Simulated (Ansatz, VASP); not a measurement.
This is a calculation of Al for Ansatz 0.2.0.

input.yaml

```yaml
crystal:
  lattice:
    - [2.8270770242, 0.0, 0.0]
    - [-1.4135385121, 2.4483205214, 0.0]
    - [0.0, 0.0, 9.18599307]
  atoms:
    - { symbol: Al, position: [0.651271, 0.318103, 0.753722] }
    - { symbol: Al, position: [-0.0068, -0.003486, 0.494193] }
    - { symbol: Al, position: [0.346279, 0.677453, 0.247986] }
    - { symbol: Al, position: [-0.005736, -0.000119, -0.00073] }
kpoints:
  mp_grid: { grid: [11, 11, 3] }
scf:
  occupations: { method: fermi_dirac, width: 0.05 }
hamiltonian:
  xc: pbesol
  pseudopotentials: { kind: all_electron, lapw: { basis_error: 0.001 } }
output:
  forces: true
  stress: true
  eigenvalues: true
  populations: true
```

Potentials or basis: all-electron LAPW, scalar-relativistic.

Command:

```bash
$ ansatz run input.yaml --threads 2 --pin off --max-ram 8192MiB --backend cpu --events-out ev --progress --plain --runs-dir out
```

Problem. Translate it to VASP 6.6.1. Potentials there: VASP PAW PBE potentials, release 64 (Al).

Solution. As run (the cutoff follows the program's own potentials):

The input INCAR:

```
SYSTEM = Al
PREC = Accurate
ENCUT = 520
EDIFF = 1E-6
ISMEAR = -1
SIGMA = 0.05
LREAL = .False.
LASPH = .True.
NELM = 100
ALGO = Fast
ISIF = 2
LWAVE = .False.
LCHARG = .False.
GGA = PS
NBANDS = 14
```

KPOINTS

```
regular mesh
0
Gamma
  11 11 3
  0 0 0
```

POSCAR

```
Al
1.0
    2.8270770242      0.0000000000      0.0000000000
   -1.4135385121      2.4483205214      0.0000000000
    0.0000000000      0.0000000000      9.1859930700
Al
4
Direct
    0.6512710000      0.3181030000      0.7537220000
   -0.0068000000     -0.0034860000      0.4941930000
    0.3462790000      0.6774530000      0.2479860000
   -0.0057360000     -0.0001190000     -0.0007300000
```

Potentials or basis: VASP PAW PBE potentials, release 64 (Al).

Run with:

```sh
$ cat potpaw_PBE.64/Al/POTCAR > POTCAR
$ mpirun -np 1 vasp_std > vasp.out
```

Both were run:

|  | VASP | Ansatz | Ansatz less VASP |
| --- | --- | --- | --- |
| gap on the k mesh at the Fermi level (eV) | none | none | - |
| pressure (GPa) | 2.2 | 2.1 | -0.07 |
| traceless stress, the component that is largest in VASP (GPa) | 1.42 | 1.42 | 0.000 |
| rms of the force components (eV/Å) | 0.134 | 0.133 | -0.0012 |

VASP's potentials were made for PBE, not for PBEsol. Atom by atom the forces differ by 0.001 eV/Å (rms over components). A gap of «none» marks a metal or a gap that the smearing closes. Ansatz ran all-electron here, and VASP with PAW potentials.
